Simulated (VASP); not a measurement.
Set up this calculation in VASP 6.6.1, as the native input.

```yaml
Task: single point
Functional: PBE
Potentials_or_basis: VASP PAW PBE potentials, release 64 (Al, N)
Cutoff: 520 eV
k_mesh: 12 × 12 × 4
Occupations: gaussian, width 0.01 eV
Spin: no spin polarisation
Dipole_correction: no
Further_INCAR_settings: ALGO = Normal; EDIFF = 1e-06; NBANDS = 16
```

The structure of AlN lies in POSCAR:

```
AlN
1.0
    3.1130000000      0.0000000000      0.0000000000
   -1.5565000000      2.6959370000      0.0000000000
    0.0000000000      0.0000000000      4.9810000000
Al N
2 2
Direct
    0.3333333333      0.6666666667      0.0000000000
    0.6666666667      0.3333333333      0.5000000000
    0.3333333333      0.6666666667      0.3800000000
    0.6666666667      0.3333333333      0.8800000000
```

One way to write it, as run:

INCAR

```
PREC = Accurate
ENCUT = 520
EDIFF = 1E-6
ISMEAR = 0
SIGMA = 0.01
LREAL = False
LASPH = True
NELM = 60
ALGO = Normal
ISIF = 2
LWAVE = False
LCHARG = False
GGA = PE
NBANDS = 16
```

KPOINTS

```
regular mesh
0
Gamma
  12 12 4
```

Potentials or basis: VASP PAW PBE potentials, release 64 (Al, N).

Launch:

```sh
$ cat potpaw_PBE.64/Al/POTCAR potpaw_PBE.64/N/POTCAR > POTCAR
$ mpirun -np 1 vasp_std > vasp.out
```

Results of the run:

```json
{
  "Pressure": "3.5 GPa",
  "Largest force": "0.129 eV/Å",
  "Band gap on the k mesh": "4.22 eV"
}
```

Caveat: the cell stands under pressure.

Run time: 38 s on 1 thread of Intel Xeon 8259CL, on a shared host, peak memory 0.17 GiB.
